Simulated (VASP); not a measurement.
Ge6S, 7 atoms in the cell. The cell holds a slab with vacuum, 7 atoms: a = 4.074 Å, b = 5.762 Å, c = 19.524 Å, α = 90.00°, β = 90.00°, γ = 90.00°. 

```yaml
Program: VASP 6.6.1
Task: single point
Functional: PBE
Potentials_or_basis: VASP PAW PBE potentials, release 64 (Ge_d, S)
Cutoff: 520 eV
k_mesh: 7 × 5 × 1
Occupations: gaussian, width 0.1 eV
Spin: no spin polarisation
Dipole_correction: yes
Further_INCAR_settings: ALGO = Normal; EDIFF = 1e-06; NBANDS = 54
```

Potentials or basis: VASP PAW PBE potentials, release 64 (Ge_d, S).

The run is started by

```sh
$ cat potpaw_PBE.64/Ge_d/POTCAR potpaw_PBE.64/S/POTCAR > POTCAR
$ mpirun -np 1 vasp_std > vasp.out
```

Hardware: 1 thread of Intel(R) Xeon(R) 6975P-C (Granite Rapids), with other jobs on the host.

**Question.** How long does it take, and how much memory?

**Answer.** It took 5.8 min on 1 thread of Intel(R) Xeon(R) 6975P-C (Granite Rapids) (shared host), peak memory 0.61 GiB. Counts: scf iterations 26, k points 12.
